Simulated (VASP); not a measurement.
Crystal: SnS2.

```
Sn S
1.0
     3.66076    0.00000    0.00000
    -1.83038    3.17031    0.00000
     0.00000    0.00000    5.96179
Sn S
1 2
Direct
  0.00000 0.00000 0.00000
  0.33333 0.66667 0.24559
  0.66667 0.33333 0.75441
```

Base run:

```yaml
Program: VASP 6.6.1
Functional: HSE06
Potentials_or_basis: VASP PAW PBE potentials, release 64 (Sn_d, S)
Cutoff: 400 eV
k_mesh: 6 × 6 × 4
Occupations: gaussian, width 0.01 eV
Spin: no spin polarisation
```

Its results: band gap on the k mesh 2.40 eV (least direct gap 2.76 eV); pressure -0.3 GPa; largest force 0.273 eV/Å.

**Question.** The run is repeated on the same cell with these changes: functional from HSE06 to r2SCAN0; cutoff from 400 eV to 440 eV. What comes out?

**Answer.** Band gap on the k mesh 3.31 eV (least direct gap 3.69 eV); pressure -1.5 GPa; largest force 0.392 eV/Å.

Caveats: the PAW data sets were made with another functional, which shifts forces and pressure a little; spin-orbit coupling is left out, which moves the levels of the heavy elements; this functional lacks dispersion, which binds layers or chains, so the pressure and a relaxed spacing across them are unreliable (at least some runs).

A k mesh can miss the band edges.
